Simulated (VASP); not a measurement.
# Ta2N (P-3m1) in VASP: a series of runs

Runs on Ta2N. Level: PBEsol. Tasks: single point.

Everything below comes from runs of VASP 6.6.1. Logs are shortened: lines on timing, memory, paths and dates and some standing lists are left out, and cuts for length are marked.

## (1) The cell of the first run

The structure is trigonal, space group P-3m1 (No. 164). Conventional cell: a = 3.156 Å, b = 3.156 Å, c = 4.944 Å, α = 90.00°, β = 90.00°, γ = 120.00°. Ta (site symmetry 3m) has 3 N at 2.21 Å within 2.9 Å. Within 2.9 Å of N (site symmetry -3m) lie 6 Ta at 2.21 Å.

## (2) Single point, PBEsol (strain +0.025 along x and y, +0.025 along z)

Input file INCAR:

```
SYSTEM = Ta2N
PREC = Accurate
ENCUT = 520
EDIFF = 1E-6
ISMEAR = 0
SIGMA = 0.15
LREAL = .FALSE.
LASPH = .TRUE.
NELM = 100
ALGO = Normal
ISIF = 2
LWAVE = .FALSE.
LCHARG = .FALSE.
GGA = PS
NBANDS = 20
```

Input file KPOINTS:

```
regular mesh
0
G
  18 18 10
  0 0 0
```

Input file POSCAR:

```
Ta2N
1.0
    3.1555807716      0.0000000000      0.0000000000
   -1.5777903858      2.7328131119      0.0000000000
    0.0000000000      0.0000000000      4.9438386074
Ta N
2 1
Direct
    0.6666666667      0.3333333333      0.7462554481
    0.3333333333      0.6666666667      0.2537445519
    0.0000000000      0.0000000000      0.0000000000
```

Potentials or basis: VASP PAW PBE potentials, release 64 (Ta_pv, N).

Command:

```bash
$ cat potpaw_PBE.64/Ta_pv/POTCAR potpaw_PBE.64/N/POTCAR > POTCAR
$ mpirun -np 1 vasp_std > vasp.out
```

OUTCAR:

```text
SYSTEM = Ta2N
   PREC = Accurate
   ENCUT = 520
   EDIFF = 1E-6
   ISMEAR = 0
   LREAL = .FALSE.
   LASPH = .TRUE.
   NELM = 100
   ISIF = 2
   GGA = PS

 ion  position               nearest neighbor table
   1  0.667  0.333  0.746-   3 2.21   3 2.21   3 2.21   2 3.04   2 3.04   2 3.04   2 3.10   2 3.10
                             2 3.10
   2  0.333  0.667  0.254-   3 2.21   3 2.21   3 2.21   1 3.04   1 3.04   1 3.04   1 3.10   1 3.10
                             1 3.10
   3  0.000  0.000  0.000-   1 2.21   2 2.21   1 2.21   2 2.21   1 2.21   2 2.21

  LATTYP: Found a hexagonal cell.
 ALAT       =     3.1555807716
 C/A-ratio  =     1.5666968984

  Lattice vectors:

 A1 = (   3.1555807716,   0.0000000000,   0.0000000000)
 A2 = (  -1.5777903858,   2.7328131119,   0.0000000000)
 A3 = (   0.0000000000,   0.0000000000,   4.9438386074)

Analysis of symmetry for initial positions (statically):
=====================================================================
 Subroutine PRICEL returns:
 Original cell was already a primitive cell.

 Routine SETGRP: Setting up the symmetry group for a
 hexagonal supercell.

 Subroutine GETGRP returns: Found 12 space group operations
 (whereof 12 operations were pure point group operations)
 out of a pool of 24 trial point group operations.

The static configuration has the point symmetry D_3d.

Analysis of symmetry for dynamics (positions and initial velocities):
=====================================================================
 Subroutine PRICEL returns:
 Original cell was already a primitive cell.

 Routine SETGRP: Setting up the symmetry group for a
 hexagonal supercell.

 Subroutine GETGRP returns: Found 12 space group operations
 (whereof 12 operations were pure point group operations)
 out of a pool of 24 trial point group operations.

The dynamic configuration has the point symmetry D_3d.

 Subroutine INISYM returns: Found 12 space group operations
 (whereof 12 operations are pure point group operations),
 and found     1 'primitive' translations

----------------------------------------------------------------------------------------

                                     Primitive cell

  volume of cell :      42.6337

  direct lattice vectors                    reciprocal lattice vectors
     3.155580772  0.000000000  0.000000000     0.316898876  0.182961651  0.000000000
    -1.577790386  2.732813112  0.000000000     0.000000000  0.365923303  0.000000000
     0.000000000  0.000000000  4.943838607     0.000000000  0.000000000  0.202271975

  length of vectors
     3.155580772  3.155580772  4.943838607     0.365923303  0.365923303  0.202271975

  position of ions in fractional coordinates (direct lattice)
     0.666666667  0.333333333  0.746255448
     0.333333333  0.666666667  0.253744552
     0.000000000  0.000000000  0.000000000

  ion indices of the primitive-cell ions
   primitive index   ion index
                 1           1
                 2           2
                 3           3

----------------------------------------------------------------------------------------

 KPOINTS: regular mesh

Automatic generation of k-mesh.
 Grid dimensions read from file:
 generate k-points for:   18   18   10

 Generating k-lattice:

  Cartesian coordinates                     Fractional coordinates (reciprocal lattice)
     0.017605493  0.010164536  0.000000000     0.055555556  0.000000000  0.000000000
     0.000000000  0.020329072  0.000000000     0.000000000  0.055555556  0.000000000
     0.000000000  0.000000000  0.020227198     0.000000000  0.000000000  0.100000000

  Length of vectors
     0.020329072  0.020329072  0.020227198

  Shift w.r.t. Gamma in fractional coordinates (k-lattice)
     0.000000000  0.000000000  0.000000000

 Subroutine IBZKPT returns following result:
 ===========================================

 Found    330 irreducible k-points:

 Following reciprocal coordinates:
            Coordinates               Weight
  0.000000  0.000000  0.000000      1.000000
  0.055556 -0.000000  0.000000      6.000000
  0.111111 -0.000000  0.000000      6.000000
  0.166667  0.000000  0.000000      6.000000
  0.222222  0.000000  0.000000      6.000000
  0.277778  0.000000  0.000000      6.000000
[... 16 lines left out ...]
  0.333333  0.111111  0.000000     12.000000
  0.388889  0.111111  0.000000     12.000000
 [... further k-points ...]
   k-points           NKPTS =    330   k-points in BZ     NKDIM =    330   number of bands    NBANDS=     20
   number of dos      NEDOS =    301   number of ions     NIONS =      3
   total plane-waves  NPLWV =  23040
   dimension x,y,z NGX =    24 NGY =   24 NGZ =   40
   dimension x,y,z NGXF=    48 NGYF=   48 NGZF=   80
   ions per type =               2   1
   NGX,Y,Z   is equivalent  to a cutoff of  12.64, 12.64, 13.45 a.u.
   NGXF,Y,Z  is equivalent  to a cutoff of  25.29, 25.29, 26.90 a.u.
 SYSTEM =  Ta2N
[... 25 lines left out ...]
   EFERMI_NEDOS =   21; number of points for ismear=-14 and -15
   IALGO  =     38    algorithm
   IMIX   =      4    mixing-type and parameters
     AMIX     =   0.40;   BMIX     =  1.00
     AMIX_MAG =   1.60;   BMIX_MAG =  1.00
  volume/ion in A,a.u.               =      14.21        95.90
  Fermi-wavevector in a.u.,A,eV,Ry     =   1.405869  2.656708 26.891482  1.976468
  Thomas-Fermi vector in A             =   2.528287
   LORBIT       =      0    0 simple, 1 ext, 2 COOP (PROOUT), +10 PAW based schemes
   GGA     = PS    functional components
   LHFCALC =     F    Hartree Fock is set to
   AEXX    =    0.0000 exact exchange contribution
   IVDW    =     0    specifies the selected vdW correction
   LEPSILON=     F    determine dielectric tensor
   LRPA    =     F    only Hartree local field effects (RPA)
 non-spin polarized calculation
 Gauss-broadening in eV      SIGMA  =   0.15
  energy-cutoff  :      520.00
  volume of cell :       42.63
 maximum number of plane-waves:      1173
   NGX = 11   NGY = 11   NGZ = 19

 number of electron      26.9999996 magnetization

 Free energy of the ion-electron system (eV)
  ---------------------------------------------------
  ext. energy  EPLUGINS =         0.00000000
  ---------------------------------------------------
  free energy    TOTEN  =       -36.31662369 eV

  energy without entropy =      -36.30188269  energy(sigma->0) =      -36.30925319

 E-fermi :   6.8939     XC(G=0): -12.7527

 val. band max:        6.8905362605   @ k =   0.0556   0.0556   0.0000
 cond. band min:       6.8945151445   @ k =  -0.1111   0.4444   0.2000
 fundamental gap:      0.0039788839
 Fermi energy:         6.8939197584

 k-point     1 :       0.0000    0.0000    0.0000
  band No.  band energies     occupation
      1     -28.7271      2.00000
      2     -28.1234      2.00000
      3     -28.1234      2.00000
      4     -28.0143      2.00000
      5     -28.0143      2.00000
      6     -27.9032      2.00000
[... 12 lines left out ...]
     19       8.0285      0.00000
     20      11.5467      0.00000

 k-point     2 :       0.0556   -0.0000    0.0000
  band No.  band energies     occupation
      1     -28.7192      2.00000
      2     -28.1391      2.00000
      3     -28.1292      2.00000
      4     -28.0302      2.00000
      5     -28.0156      2.00000
      6     -27.9063      2.00000
[... 12 lines left out ...]
     19       8.2545      0.00000
     20      11.5509      0.00000

 k-point     3 :       0.1111   -0.0000    0.0000
  band No.  band energies     occupation
      1     -28.6960      2.00000
      2     -28.1844      2.00000
      3     -28.1453      2.00000
      4     -28.0754      2.00000
      5     -28.0197      2.00000
      6     -27.9157      2.00000
[... 12 lines left out ...]
     19       8.8708      0.00000
     20      11.4710      0.00000

 k-point     4 :       0.1667    0.0000    0.0000
  band No.  band energies     occupation
      1     -28.6591      2.00000
      2     -28.2542      2.00000
      3     -28.1690      2.00000
      4     -28.1425      2.00000
      5     -28.0270      2.00000
      6     -27.9318      2.00000
[... 429 lines left out ...]
 k-point    23 :       0.3333    0.1111    0.0000
  band No.  band energies     occupation
      1     -28.5851      2.00000
      2     -28.4414      2.00000
      3     -28.4071      2.00000
      4     -28.2884      2.00000
      5     -28.1090      2.00000
      6     -28.0667      2.00000
[... 12 lines left out ...]
     19      11.1967      0.00000
     20      11.5534      0.00000

 k-point    24 :       0.3889    0.1111    0.0000
  band No.  band energies     occupation
      1     -28.6265      2.00000
      2     -28.4626      2.00000
      3     -28.3643      2.00000
      4     -28.3113      2.00000
      5     -28.1171      2.00000
      6     -28.1004      2.00000
[... 12 lines left out ...]
     19      11.2386      0.00000
     20      11.3665      0.00000

 [... further k-points ...]

------------------------ aborting loop because EDIFF is reached ----------------------------------------

  FORCE on cell =-STRESS in cart. coord.  units (eV):
  Direction    XX          YY          ZZ          XY          YZ          ZX
  --------------------------------------------------------------------------------------
  -------------------------------------------------------------------------------------
  Total       -4.9510323     -4.9510323     -5.0224827      0.0000000      0.0000000      0.0000000
  in kB     -186.0599192   -186.0599192   -188.7450259      0.0000000      0.0000000      0.0000000
  external PRESSURE =    -186.9549547 kB  Pullay stress =       0.0000000 kB

 VOLUME and BASIS-vectors are now :
 -----------------------------------------------------------------------------
  energy-cutoff  :      520.00
  volume of cell :       42.63
      direct lattice vectors                 reciprocal lattice vectors
     3.155580772  0.000000000  0.000000000     0.316898876  0.182961651  0.000000000
    -1.577790386  2.732813112  0.000000000     0.000000000  0.365923303  0.000000000
     0.000000000  0.000000000  4.943838607     0.000000000  0.000000000  0.202271975

 POSITION                                       TOTAL-FORCE (eV/Angst)
 -----------------------------------------------------------------------------------
      1.57779      0.91094      3.68937         0.000000     -0.000000      0.379535
     -0.00000      1.82188      1.25447        -0.000000      0.000000     -0.379535
      0.00000      0.00000      0.00000        -0.000000      0.000000      0.000000
 -----------------------------------------------------------------------------------
    total drift:                                0.000000     -0.000000      0.000000

  FREE ENERGIE OF THE ION-ELECTRON SYSTEM (eV)
  ---------------------------------------------------
  free  energy   TOTEN  =       -36.3166236913 eV

  energy  without entropy=      -36.3018826937  energy(sigma->0) =      -36.30925319
```

Wall time 6.9 min (1 thread of Intel Xeon 8259CL, shared host); peak memory 0.33 GiB.

Results:

- Free energy: -36.3166 eV
- Pressure: -18.7 GPa
- Largest force: 0.380 eV/Å
- Band gap on the k mesh: zero (an odd number of electrons rules out a gap without spin polarisation)

Forces in eV/Å, atoms in the order of the input:
```
Ta   0.000  0.000  0.380
Ta   0.000  0.000 -0.380
N    0.000  0.000  0.000
```

Stress tensor (GPa, compression positive):
```
-18.61   0.00   0.00
  0.00 -18.61   0.00
  0.00   0.00 -18.87
```

Levels at points of the mesh, in eV from the Fermi level:
```csv
k point,band 11,band 12,band 13,band 14,band 15,band 16
"(0.00, 0.00, 0.00)",-4.92,-0.63,-0.23,-0.23,0.26,0.26
"(0.50, 0.00, 0.00)",-4.30,-2.52,-1.36,1.68,1.80,3.47
"(0.00, 0.00, 0.50)",-2.72,-2.61,-1.05,-1.05,1.66,1.71
"(0.50, 0.00, 0.50)",-3.16,-2.09,-2.08,-0.19,0.72,3.07
```

Caveat: the cell differs from its parent crystal (strain +0.025 along x and y, +0.025 along z); the cell stands under tension; the PAW data sets were made with another functional, which shifts forces and pressure a little; spin-orbit coupling is left out, which moves the levels of the heavy elements.

## (3) Single point, PBEsol (strain +0.050 along x and y, +0.000 along z)

Input file INCAR:

```
ALGO = Normal ; EDIFF = 1E-6
ENCUT = 520 ; GGA = PS
ISIF = 2 ; ISMEAR = 0
LASPH = T ; LCHARG = F
LREAL = F ; LWAVE = F
NBANDS = 20 ; NELM = 80
PREC = Accurate ; SIGMA = 0.15
```

Input file KPOINTS:

```
k-points
0
Gamma
  18 18 10
```

Input file POSCAR:

```
Ta2N
1.0
    3.2325461563      0.0000000000      0.0000000000
   -1.6162730782      2.7994670902      0.0000000000
    0.0000000000      0.0000000000      4.8232571780
Ta N
2 1
Direct
    0.6666666667      0.3333333333      0.7462554481
    0.3333333333      0.6666666667      0.2537445519
    0.0000000000      0.0000000000      0.0000000000
```

Potentials or basis: VASP PAW PBE potentials, release 64 (Ta_pv, N).

Command:

```bash
$ cat potpaw_PBE.64/Ta_pv/POTCAR potpaw_PBE.64/N/POTCAR > POTCAR
$ mpirun -np 1 vasp_std > vasp.out
```

Wall time 5.9 min (1 thread of Intel Xeon 8259CL, shared host); peak memory 0.33 GiB.

It converged, with:

```yaml
Free_energy: -36.1471 eV
Pressure: -23.2 GPa
Largest_force: 0.773 eV/Å
Band_gap_on_the_k_mesh: zero (an odd number of electrons rules out a gap without spin polarisation)
```

Forces on the atoms (eV/Å):
```
Ta   0.000  0.000  0.773
Ta   0.000  0.000 -0.773
N    0.000  0.000  0.000
```

Stress tensor (GPa, compression positive):
```
-26.11   0.00   0.00
  0.00 -26.11   0.00
  0.00   0.00 -17.28
```

Levels at points of the mesh, in eV from the Fermi level:
```tsv
k point	band 11	band 12	band 13	band 14	band 15	band 16
(0.00, 0.00, 0.00)	-4.80	-0.18	-0.18	-0.18	-0.02	-0.02
(0.50, 0.00, 0.00)	-4.14	-2.56	-1.41	1.40	2.18	3.19
(0.00, 0.00, 0.50)	-2.34	-2.29	-1.19	-1.19	1.41	1.89
(0.50, 0.00, 0.50)	-2.90	-2.10	-2.06	0.08	0.56	2.64
```

Caveat: the cell differs from its parent crystal (strain +0.050 along x and y, +0.000 along z); the stress differs along the axes, from -26 to -17 GPa; the PAW data sets were made with another functional, which shifts forces and pressure a little; spin-orbit coupling is left out, which moves the levels of the heavy elements.

## (4) Single point, PBEsol (strain +0.025 along x and y, +0.050 along z)

Input file INCAR:

```
PREC = Accurate
ENCUT = 520
EDIFF = 1E-6
ISMEAR = 0
SIGMA = 0.15
LREAL = False
LASPH = True
NELM = 60
ALGO = Normal
ISIF = 2
LWAVE = False
LCHARG = False
GGA = PS
NBANDS = 20
```

Input file KPOINTS:

```
Automatic mesh
0
Gamma
  18 18 10
```

Input file POSCAR:

```
Ta2N
1.0
    3.1555807716      0.0000000000      0.0000000000
   -1.5777903858      2.7328131119      0.0000000000
    0.0000000000      0.0000000000      5.0644200369
Ta N
2 1
Direct
    0.6666666667      0.3333333333      0.7462554481
    0.3333333333      0.6666666667      0.2537445519
    0.0000000000      0.0000000000      0.0000000000
```

Command:

```bash
$ cat potpaw_PBE.64/Ta_pv/POTCAR potpaw_PBE.64/N/POTCAR > POTCAR
$ mpirun -np 1 vasp_std > vasp.out
```

It took 7.5 min on 1 thread of Intel Xeon 8259CL, shared host; peak memory 0.34 GiB.

It converged, with:

- Free energy: -36.1692 eV
- Pressure: -23.7 GPa
- Largest force: 0.366 eV/Å
- Band gap on the k mesh: zero (an odd number of electrons rules out a gap without spin polarisation)

Forces in eV/Å, atoms in the order of the input:
```
Ta   0.000  0.000  0.366
Ta   0.000  0.000 -0.366
N    0.000  0.000  0.000
```

Stress tensor (GPa, compression positive):
```
-22.27   0.00   0.00
  0.00 -22.27   0.00
  0.00   0.00 -26.48
```

Levels at points of the mesh, in eV from the Fermi level:
```
           k point  band 9  band 10  band 11  band 12  band 13  band 14  band 15  band 16  band 17  band 18
(0.00, 0.00, 0.00)   -5.60    -5.60    -4.97    -0.81    -0.23    -0.23     0.30     0.40     0.40     1.10
(0.50, 0.00, 0.00)   -6.29    -5.94    -4.19    -2.43    -1.33     1.34     1.92     3.46     3.57     3.74
(0.00, 0.00, 0.50)   -5.74    -5.74    -2.83    -2.68    -0.93    -0.93     1.53     1.62     2.03     2.03
(0.50, 0.00, 0.50)   -6.38    -5.73    -3.16    -2.04    -2.03    -0.30     0.77     3.13     3.36     3.75
```

Caveat: the cell differs from its parent crystal (strain +0.025 along x and y, +0.050 along z); the cell stands under tension; the PAW data sets were made with another functional, which shifts forces and pressure a little; spin-orbit coupling is left out, which moves the levels of the heavy elements.

## (5) Single point, PBEsol (strain +0.050 along x and y, +0.025 along z)

Input file INCAR:

```
PREC = Accurate
ENCUT = 520
EDIFF = 1E-6
ISMEAR = 0
SIGMA = 0.15
LREAL = F
LASPH = T
NELM = 80
ALGO = Normal
ISIF = 2
LWAVE = F
LCHARG = F
GGA = PS
NBANDS = 20
```

Input file KPOINTS:

```
regular mesh
0
Gamma
  18 18 10
```

Input file POSCAR:

```
Ta2N
1.0
    3.2325461563      0.0000000000      0.0000000000
   -1.6162730782      2.7994670902      0.0000000000
    0.0000000000      0.0000000000      4.9438386074
Ta N
2 1
Direct
    0.6666666667      0.3333333333      0.7462554481
    0.3333333333      0.6666666667      0.2537445519
    0.0000000000      0.0000000000      0.0000000000
```

Command:

```bash
$ cat potpaw_PBE.64/Ta_pv/POTCAR potpaw_PBE.64/N/POTCAR > POTCAR
$ mpirun -np 1 vasp_std > vasp.out
```

Wall time 4.3 min (1 thread of Intel Xeon 8259CL, shared host); peak memory 0.34 GiB.

It converged, with:

```yaml
Free_energy: -36.0008 eV
Pressure: -27.9 GPa
Largest_force: 0.735 eV/Å
Band_gap_on_the_k_mesh: zero (an odd number of electrons rules out a gap without spin polarisation)
```

Forces on the atoms (eV/Å):
```
Ta   0.000  0.000  0.735
Ta   0.000  0.000 -0.735
N    0.000  0.000  0.000
```

Stress tensor (GPa, compression positive):
```
-29.11   0.00   0.00
  0.00 -29.11   0.00
  0.00   0.00 -25.55
```

Levels at points of the mesh, in eV from the Fermi level:
| k point | band 9 | band 10 | band 11 | band 12 | band 13 | band 14 | band 15 | band 16 | band 17 | band 18 |
| --- | --- | --- | --- | --- | --- | --- | --- | --- | --- | --- |
| (0.00, 0.00, 0.00) | -5.65 | -5.65 | -4.86 | -0.39 | -0.20 | -0.20 | 0.10 | 0.10 | 0.35 | 1.07 |
| (0.50, 0.00, 0.00) | -5.98 | -5.93 | -4.04 | -2.48 | -1.40 | 1.51 | 1.83 | 3.14 | 3.44 | 3.62 |
| (0.00, 0.00, 0.50) | -5.81 | -5.81 | -2.45 | -2.43 | -1.07 | -1.07 | 1.34 | 1.72 | 2.01 | 2.01 |
| (0.50, 0.00, 0.50) | -6.11 | -5.70 | -2.93 | -2.07 | -2.05 | -0.05 | 0.60 | 2.70 | 2.95 | 3.38 |

Caveat: the cell differs from its parent crystal (strain +0.050 along x and y, +0.025 along z); the cell stands under tension; the PAW data sets were made with another functional, which shifts forces and pressure a little; spin-orbit coupling is left out, which moves the levels of the heavy elements.

## (6) The runs side by side

| cell | gap on the mesh (eV) | pressure (GPa) | largest force (eV/Å) |
| --- | --- | --- | --- |
| a = 3.156, b = 3.156, c = 4.944 Å, angles 90.0, 90.0, 120.0°, 3 atoms | none | -18.7 | 0.38 |
| a = 3.233, b = 3.233, c = 4.823 Å, angles 90.0, 90.0, 120.0°, 3 atoms | none | -23.2 | 0.77 |
| a = 3.156, b = 3.156, c = 5.064 Å, angles 90.0, 90.0, 120.0°, 3 atoms | none | -23.7 | 0.37 |
| a = 3.233, b = 3.233, c = 4.944 Å, angles 90.0, 90.0, 120.0°, 3 atoms | none | -27.9 | 0.73 |

Alike in all rows: task single point; level PBEsol; potentials or basis VASP PAW PBE potentials, release 64 (Ta_pv, N); no spin polarisation; k mesh 18 × 18 × 10; cutoff (eV) 520; smearing gaussian 0.15 eV.

Caveats: the PAW data sets were made with another functional, which shifts forces and pressure a little; spin-orbit coupling is left out, which moves the levels of the heavy elements; the cell stands under tension (at least some runs); the stress differs along the axes, from -26 to -17 GPa (at least some runs).

Total energies depend on the potentials used, so only differences within one code and one set of settings carry meaning.
